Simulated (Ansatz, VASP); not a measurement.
PtS2: VASP beside Ansatz

Contents of INCAR:

```
SYSTEM = PtS2
  PREC = Accurate
  ENCUT = 520
  EDIFF = 1E-6
  ISMEAR = -1
  SIGMA = 0.05
  LREAL = .False.
  LASPH = .True.
  NELM = 60
  ALGO = Normal
  ISIF = 2
  LWAVE = .False.
  LCHARG = .False.
  GGA = PE
  NBANDS = 18
```

File KPOINTS:

```
regular mesh
0
Gamma
  6 6 4
  0 0 0
```

POSCAR

```
PtS2
1.0
    3.5526415803      0.0000000000      0.0000000000
   -1.7763207902      3.0766778591      0.0000000000
    0.0000000000      0.0000000000      5.1227110450
Pt S
1 2
Direct
    0.0000000000      0.0000000000      0.0000000000
    0.3333333333      0.6666666667      0.2392599773
    0.6666666667      0.3333333333      0.7607400227
```

Input for Ansatz:

```yaml
crystal:
  lattice:
    - [3.5526415803, 0.0, 0.0]
    - [-1.7763207902, 3.0766778591, 0.0]
    - [0.0, 0.0, 5.122711045]
  atoms:
    - { symbol: Pt, position: [0.0, 0.0, 0.0] }
    - { symbol: S, position: [0.3333333333, 0.6666666667, 0.2392599773] }
    - { symbol: S, position: [0.6666666667, 0.3333333333, 0.7607400227] }
kpoints:
  mp_grid: { grid: [6, 6, 4] }
hamiltonian:
  xc: pbe
scf:
  occupations: { method: fermi_dirac, width: 0.05 }
  n_extra_bands: 4
output:
  forces: true
  stress: true
  eigenvalues: true
```

Alike in both runs: task single point; functional PBE; k mesh 6 × 6 × 4; occupations fermi-dirac, width 0.05 eV; no spin polarisation.

```csv
,VASP,Ansatz
version,VASP 6.6.1,Ansatz 0.2.0
potentials or method,"VASP PAW PBE potentials, release 64 (Pt, S)",plane waves
plane-wave cutoff (eV),520,420
valence electrons in the cell,22,30
```

VASP gave:

```
pressure (GPa)                                                : 3.2
traceless stress, the component that is largest in VASP (GPa) : -0.86
rms of the force components (eV/Å)                            : 0.012
```

**Question.** Estimate Ansatz's values.

**Answer.** Pressure (GPa): 3.7; traceless stress, the component that is largest in VASP (GPa): -1.00; rms of the force components (eV/Å): 0.031.

Atom by atom the forces differ by 0.019 eV/Å (rms over components). VASP's potentials hold 22 valence electrons a cell and Ansatz's 30, so a difference there can come from the potentials and not from the codes.

Spin-orbit coupling is off throughout.
